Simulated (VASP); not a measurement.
# Ti36H (a cell with a defect) in VASP: single point with PBE

Aim: the single point of Ti36H (a cell with a defect) with PBE.

Program: VASP 6.6.1. These are calculated values, not measurements. Logs are shortened: lines on timing, memory, paths and dates and some standing lists are left out, and cuts for length are marked.

### Step 1. The cell of the first run

The cell holds a defect, 37 atoms: a = 8.818 Å, b = 8.818 Å, c = 9.297 Å, α = 90.00°, β = 90.00°, γ = 120.00°.

### Step 2. Single point, PBE

Contents of INCAR:

```
PREC = Accurate
ENCUT = 520
EDIFF = 1E-6
ISMEAR = 1
SIGMA = 0.1
LREAL = Auto
LASPH = True
NELM = 60
ALGO = Normal
ISIF = 2
LWAVE = False
LCHARG = False
GGA = PE
NBANDS = 240
LUSENCCL = False
```

Contents of KPOINTS:

```
Automatic mesh
0
Gamma
  2 2 2
```

Contents of POSCAR:

```
Ti36H
1.0
    8.8180724700      0.0000000900      0.0000000000
   -4.4090363100      7.6366747300      0.0000000000
    0.0000000000      0.0000000000      9.2970418600
Ti H
36 1
Direct
    0.1084517800      0.2204399800      0.1238806100
    0.2201975500      0.1030660100      0.3754592900
    0.1084030800      0.2203820000      0.6275790100
    0.2211761000      0.1114496200      0.8756018300
    0.1115775400      0.5549817600      0.1246791100
    0.2210658800      0.4466197300      0.3754528800
    0.1115624900      0.5548951200      0.6266279000
    0.2214202000      0.4438621700      0.8755996700
    0.1114614700      0.8887713000      0.1246890800
    0.2236096700      0.7767281400      0.3757379700
    0.1114256100      0.8887617800      0.6266620300
    0.2211409100      0.7775231700      0.8758214000
    0.4455752200      0.2209825100      0.1241109100
    0.5589319000      0.1088211400      0.3758694800
    0.4455005400      0.2209552200      0.6272774700
    0.5540204900      0.1114383000      0.8757727200
    0.4459376600      0.5577452400      0.1239461200
    0.5654482600      0.4479007500      0.3754470600
    0.4458859200      0.5576731100      0.6274766900
    0.5541329100      0.4442569700      0.8756000200
    0.4451466600      0.8889855700      0.1253129300
    0.5589739500      0.7804275600      0.3758690300
    0.4449999200      0.8888887600      0.6262282000
    0.5544425900      0.7775489600      0.8757678500
    0.7774514900      0.2213624500      0.1252909300
    0.8872610100      0.1087486900      0.3758735300
    0.7774464800      0.2214049200      0.6262471800
    0.8875334000      0.1108302800      0.8757714900
    0.7779133400      0.5551627500      0.1246893200
    0.8911342400      0.4441666500      0.3757503400
    0.7778290800      0.5551004100      0.6266675100
    0.8879919300      0.4443587100      0.8758265700
    0.7776117300      0.8887554000      0.1252733700
    0.8909763200      0.7769742000      0.3757680700
    0.7776020400      0.8886668700      0.6262559500
    0.8879133400      0.7776198100      0.8758347400
    0.3363572500      0.3323365400      0.3761079500
```

Potentials or basis: VASP PAW PBE potentials, release 64 (Ti_sv, H).

The run is started by

```bash
> cat potpaw_PBE.64/Ti_sv/POTCAR potpaw_PBE.64/H/POTCAR > POTCAR
> mpirun -np 1 vasp_std > vasp.out
```

OUTCAR:

```text
PREC = Accurate
   ENCUT = 520
   EDIFF = 1E-6
   ISMEAR = 1
   LREAL = Auto
   LASPH = True
   NELM = 60
   ISIF = 2
   GGA = PE

 ion  position               nearest neighbor table
   1  0.108  0.220  0.124-  28 2.86   4 2.86   8 2.87  26 2.89   6 2.91
   2  0.220  0.103  0.375-  37 1.75   9 2.85  11 2.85  34 2.89  10 2.89  13 2.90  15 2.91
   3  0.108  0.220  0.628-  28 2.86   4 2.86   8 2.87  26 2.89   6 2.91
   4  0.221  0.111  0.876-   3 2.86   1 2.86  11 2.87   9 2.87  15 2.87  13 2.88
   5  0.112  0.555  0.125-   6 2.86   8 2.87  12 2.87  32 2.88  30 2.88  10 2.88
   6  0.221  0.447  0.375-  37 1.75   5 2.86   7 2.87  30 2.90  10 2.90  17 2.90  19 2.90   1 2.91
                             3 2.91
   7  0.112  0.555  0.627-   8 2.86   6 2.87  12 2.87  30 2.88  32 2.88  10 2.88
   8  0.221  0.444  0.876-   7 2.86   5 2.87   3 2.87   1 2.87  19 2.87  17 2.88
   9  0.111  0.889  0.125-   2 2.85  12 2.86   4 2.87  36 2.88  34 2.88  10 2.89
  10  0.224  0.777  0.376-  23 2.88  21 2.88   7 2.88   5 2.88   2 2.89  11 2.89   9 2.89   6 2.90
[... 6 lines left out ...]
  15  0.446  0.221  0.627-  16 2.85  20 2.87   4 2.87  14 2.90   2 2.91  18 2.91
  16  0.554  0.111  0.876-  13 2.85  15 2.85  21 2.88  23 2.88  25 2.88  27 2.88
  17  0.446  0.558  0.124-  24 2.85  20 2.86   8 2.88  22 2.89   6 2.90
  18  0.565  0.448  0.375-  37 1.75  29 2.84  31 2.84  34 2.89  30 2.89  13 2.91  15 2.91
  19  0.446  0.558  0.627-  24 2.85  20 2.86   8 2.87  22 2.89   6 2.90
  20  0.554  0.444  0.876-  19 2.86  17 2.86  15 2.87  13 2.87  31 2.88  29 2.88
  21  0.445  0.889  0.125-  24 2.87  14 2.87  16 2.88  10 2.88  12 2.88  22 2.88
  22  0.559  0.780  0.376-  35 2.86  33 2.87  23 2.88  21 2.88  19 2.89  17 2.89  26 2.90  14 2.90

  23  0.445  0.889  0.626-  24 2.87  14 2.87  16 2.88  10 2.88  22 2.88  12 2.88
  24  0.554  0.778  0.876-  17 2.85  19 2.85  21 2.87  23 2.87  33 2.88  35 2.88
  25  0.777  0.221  0.125-  14 2.87  28 2.87  32 2.88  16 2.88  26 2.88  30 2.88
  26  0.887  0.109  0.376-  35 2.87  33 2.87  27 2.88  25 2.88   3 2.89   1 2.89  22 2.90  14 2.90
[... 6 lines left out ...]
  31  0.778  0.555  0.627-  18 2.84  32 2.87  36 2.87  20 2.88  34 2.88  30 2.89
  32  0.888  0.444  0.876-  29 2.86  31 2.87   5 2.88  25 2.88   7 2.88  27 2.88
  33  0.778  0.889  0.125-  22 2.87  36 2.87  26 2.87  28 2.87  24 2.88  34 2.89
  34  0.891  0.777  0.376-  11 2.88   9 2.88  31 2.88  29 2.88  18 2.89   2 2.89  35 2.89  33 2.89

  35  0.778  0.889  0.626-  22 2.86  36 2.87  26 2.87  28 2.87  24 2.88  34 2.89
  36  0.888  0.778  0.876-  33 2.87  29 2.87  35 2.87  31 2.87   9 2.88  11 2.88
  37  0.336  0.332  0.376-  18 1.75   2 1.75   6 1.75

  LATTYP: Found a hexagonal cell.
 ALAT       =     8.8180724700
 C/A-ratio  =     1.0543167899

  Lattice vectors:

 A1 = (   8.8180724700,   0.0000000900,   0.0000000000)
 A2 = (  -4.4090363100,   7.6366747300,   0.0000000000)
 A3 = (   0.0000000000,   0.0000000000,   9.2970418600)

Analysis of symmetry for initial positions (statically):
=====================================================================
 Subroutine PRICEL returns:
 Original cell was already a primitive cell.

 Routine SETGRP: Setting up the symmetry group for a
 hexagonal supercell.

 Subroutine GETGRP returns: Found  1 space group operations
 (whereof  1 operations were pure point group operations)
 out of a pool of 24 trial point group operations.

The static configuration has the point symmetry C_1 .

Analysis of symmetry for dynamics (positions and initial velocities):
=====================================================================
 Subroutine PRICEL returns:
 Original cell was already a primitive cell.

 Routine SETGRP: Setting up the symmetry group for a
 hexagonal supercell.

 Subroutine GETGRP returns: Found  1 space group operations
 (whereof  1 operations were pure point group operations)
 out of a pool of 24 trial point group operations.

The dynamic configuration has the point symmetry C_1 .

 Subroutine INISYM returns: Found  1 space group operations
 (whereof  1 operations are pure point group operations),
 and found     1 'primitive' translations

----------------------------------------------------------------------------------------

                                     Primitive cell

  volume of cell :     626.0698

  direct lattice vectors                    reciprocal lattice vectors
     8.818072470  0.000000090  0.000000000     0.113403467  0.065473524 -0.000000000
    -4.409036310  7.636674730  0.000000000    -0.000000001  0.130947046  0.000000000
     0.000000000  0.000000000  9.297041860     0.000000000 -0.000000000  0.107561095

  length of vectors
     8.818072470  8.818072472  9.297041860     0.130947046  0.130947046  0.107561095
[... 91 lines left out ...]
     0.056701734  0.032736762 -0.000000000     0.500000000  0.000000000  0.000000000
    -0.000000001  0.065473523  0.000000000     0.000000000  0.500000000  0.000000000
     0.000000000 -0.000000000  0.053780547     0.000000000  0.000000000  0.500000000

  Length of vectors
     0.065473523  0.065473523  0.053780547

  Shift w.r.t. Gamma in fractional coordinates (k-lattice)
     0.000000000  0.000000000  0.000000000

 Subroutine IBZKPT returns following result:
 ===========================================

 Found      8 irreducible k-points:

 Following reciprocal coordinates:
            Coordinates               Weight
  0.000000  0.000000  0.000000      1.000000
  0.500000  0.000000  0.000000      1.000000
  0.000000  0.500000  0.000000      1.000000
  0.500000  0.500000  0.000000      1.000000
  0.000000  0.000000  0.500000      1.000000
  0.500000  0.000000  0.500000      1.000000
  0.000000  0.500000  0.500000      1.000000
  0.500000  0.500000  0.500000      1.000000
   k-points           NKPTS =      8   k-points in BZ     NKDIM =      8   number of bands    NBANDS=    240
   number of dos      NEDOS =    301   number of ions     NIONS =     37
   total plane-waves  NPLWV = 343000
   dimension x,y,z NGX =    70 NGY =   70 NGZ =   70
   dimension x,y,z NGXF=   140 NGYF=  140 NGZF=  140
   ions per type =              36   1
   NGX,Y,Z   is equivalent  to a cutoff of  13.20, 13.20, 12.52 a.u.
   NGXF,Y,Z  is equivalent  to a cutoff of  26.39, 26.39, 25.03 a.u.
 SYSTEM =  unknown system
   PREC   = accura    normal or accurate (medium, high low for compatibility)
   ISTART =      0    job   : 0-new  1-cont  2-samecut
   ICHARG =      2    charge: 1-file 2-atom 10-const
   ISPIN  =      1    spin polarized calculation?
   LNONCOLLINEAR =      F non collinear calculations
   LSORBIT =      F    spin-orbit coupling
   LASPH  =      T    aspherical Exc in radial PAW
   ENCUT  =  520.0 eV  38.22 Ry    6.18 a.u.  16.40 16.40 17.29*2*pi/ulx,y,z
   NELM   =     60;   NELMIN=  2; NELMDL= -5     # of ELM steps
   EDIFF  = 0.1E-05   stopping-criterion for ELM
   LREAL  =      T    real-space projection
   EDIFFG = 0.1E-04   stopping-criterion for IOM
   NSW    =      0    number of steps for IOM
   IBRION =     -1    ionic relax: 0-MD 1-quasi-New 2-CG
   NFREE  =      0    steps in history (QN), initial steepest desc. (CG)
   ISIF   =      2    stress and relaxation
   ISYM   =      2    0-nonsym 1-usesym 2-fastsym
   POTIM  = 0.5000    time-step for ionic-motion
   TEBEG  =    0.0;   TEEND  =   0.0 temperature during run
   PSTRESS=    0.0 pullay stress
   NELECT =     433.0000    total number of electrons
   NUPDOWN=      -1.0000    fix difference up-down
   EMIN   =  10.00;   EMAX   =-10.00  energy-range for DOS
   EFERMI =   0.00;   METHOD = LEGACY
   ISMEAR =     1;   SIGMA  =   0.10  broadening in eV -4-tet -1-fermi 0-gaus
   EFERMI_NEDOS =   21; number of points for ismear=-14 and -15
   IALGO  =     38    algorithm
   IMIX   =      4    mixing-type and parameters
     AMIX     =   0.40;   BMIX     =  1.00
     AMIX_MAG =   1.60;   BMIX_MAG =  1.00
  volume/ion in A,a.u.               =      16.92       114.19
  Fermi-wavevector in a.u.,A,eV,Ry     =   1.447760  2.735870 28.517931  2.096009
  Thomas-Fermi vector in A             =   2.565678
   LORBIT       =      0    0 simple, 1 ext, 2 COOP (PROOUT), +10 PAW based schemes
   GGA     = PE    functional components
   LHFCALC =     F    Hartree Fock is set to
   AEXX    =    0.0000 exact exchange contribution
   IVDW    =     0    specifies the selected vdW correction
   LEPSILON=     F    determine dielectric tensor
   LRPA    =     F    only Hartree local field effects (RPA)
 non-spin polarized calculation
 Methfessel and Paxton  Order N= 1 SIGMA  =   0.10
  energy-cutoff  :      520.00
  volume of cell :      626.07
 maximum number of plane-waves:     16954
 NGX is ok and might be reduce to    70
   NGX = 33   NGY = 33   NGZ = 35

 number of electron     433.0000069 magnetization

 Free energy of the ion-electron system (eV)
  ---------------------------------------------------
  ext. energy  EPLUGINS =         0.00000000
  ---------------------------------------------------
  free energy    TOTEN  =      -284.99160838 eV

  energy without entropy =     -284.99301219  energy(sigma->0) =     -284.99207632

 E-fermi :   8.4108     XC(G=0): -11.5059

 val. band max:        8.4069022621   @ k =   0.5000   0.5000   0.5000
 cond. band min:       8.4111319248   @ k =   0.0000   0.5000   0.5000
 fundamental gap:      0.0042296627
 Fermi energy:         8.4108180879

 k-point     1 :       0.0000    0.0000    0.0000
  band No.  band energies     occupation
      1     -48.5075      2.00000
      2     -48.4470      2.00000
      3     -48.4347      2.00000
      4     -48.4329      2.00000
      5     -48.4321      2.00000
      6     -48.4262      2.00000
[... 1837 lines left out ...]
    227       8.6935     -0.00048
    228       8.7063     -0.00024
 [bands above 228 left out]

------------------------ aborting loop because EDIFF is reached ----------------------------------------

  FORCE on cell =-STRESS in cart. coord.  units (eV):
  Direction    XX          YY          ZZ          XY          YZ          ZX
  --------------------------------------------------------------------------------------
  -------------------------------------------------------------------------------------
  Total       -0.0027955      0.0657493      4.7930750      0.1807734      0.0177995     -0.0280037
  in kB       -0.0071540      0.1682593     12.2659746      0.4626178      0.0455508     -0.0716644
  external PRESSURE =       4.1423600 kB  Pullay stress =       0.0000000 kB

 VOLUME and BASIS-vectors are now :
 -----------------------------------------------------------------------------
  energy-cutoff  :      520.00
  volume of cell :      626.07
      direct lattice vectors                 reciprocal lattice vectors
     8.818072470  0.000000090  0.000000000     0.113403467  0.065473524 -0.000000000
    -4.409036310  7.636674730  0.000000000    -0.000000001  0.130947046  0.000000000
     0.000000000  0.000000000  9.297041860     0.000000000 -0.000000000  0.107561095

 POSITION                                       TOTAL-FORCE (eV/Angst)
 -----------------------------------------------------------------------------------
     -0.01559      1.68343      1.15172        -0.099551     -0.054718     -0.099108
      1.48730      0.78708      3.49066        -0.015424      0.040319      0.003508
     -0.01577      1.68299      5.83463        -0.088154     -0.050645      0.101745
      1.45896      0.85110      8.14051         0.032593     -0.000390      0.001278
     -1.46304      4.23822      1.15915        -0.092169      0.059720     -0.045020
     -0.01979      3.41069      3.49060         0.007248     -0.021517      0.005712
[... 29 lines left out ...]
      4.40113      5.93843      8.14267        -0.009327      0.014799     -0.010087
      1.50074      2.53795      3.49669        -0.019705      0.003741      0.007129
 -----------------------------------------------------------------------------------
    total drift:                               -0.091066     -0.031067     -0.051970

  FREE ENERGIE OF THE ION-ELECTRON SYSTEM (eV)
  ---------------------------------------------------
  free  energy   TOTEN  =      -284.9916083810 eV

  energy  without entropy=     -284.9930121935  energy(sigma->0) =     -284.99207632
```

Run time: 5.4 min. Hardware: 1 × NVIDIA H100 80GB with 1 thread of AMD EPYC 7R13 (Zen 3), shared host; peak memory 2.1 GiB.

Results:

```
Free energy            : -284.9916 eV
Pressure               : 0.4 GPa
Largest force          : 0.153 eV/Å
Band gap on the k mesh : zero (an odd number of electrons rules out a gap without spin polarisation)
```

Forces in eV/Å, atoms in the order of the input:
```
Ti  -0.100 -0.055 -0.099
Ti  -0.015  0.040  0.004
Ti  -0.088 -0.051  0.102
Ti   0.033  0.000  0.001
Ti  -0.092  0.060 -0.045
Ti   0.007 -0.022  0.006
Ti  -0.094  0.057  0.039
Ti   0.004  0.001  0.000
Ti   0.008 -0.117 -0.043
Ti  -0.030  0.011  0.006
Ti   0.005 -0.109  0.052
Ti   0.049  0.009 -0.012
Ti   0.099 -0.064 -0.091
Ti  -0.058  0.024 -0.009
Ti   0.101 -0.061  0.086
Ti   0.097 -0.044  0.004
Ti  -0.008  0.110 -0.099
Ti  -0.061 -0.017  0.014
Ti  -0.001  0.116  0.100
Ti   0.029  0.000 -0.002
Ti   0.019  0.020  0.001
Ti  -0.021 -0.031 -0.010
Ti   0.027  0.017  0.001
Ti   0.019  0.082  0.005
Ti   0.002 -0.027  0.003
Ti   0.008  0.021 -0.009
Ti  -0.001 -0.032  0.000
Ti  -0.051 -0.027 -0.002
Ti   0.104  0.058 -0.048
Ti  -0.021  0.002 -0.008
Ti   0.102  0.049  0.051
Ti   0.014 -0.048  0.004
Ti  -0.021  0.005  0.007
Ti  -0.016 -0.007 -0.008
Ti  -0.018  0.010  0.002
Ti  -0.009  0.015 -0.010
H   -0.020  0.004  0.007
```

Stress tensor (GPa, compression positive):
```
 0.00  0.05 -0.01
 0.05  0.02  0.00
-0.01  0.00  1.23
```

Caveat: the k points lie up to 0.41 Å⁻¹ apart, too coarse for converged energies and pressures of a metal.
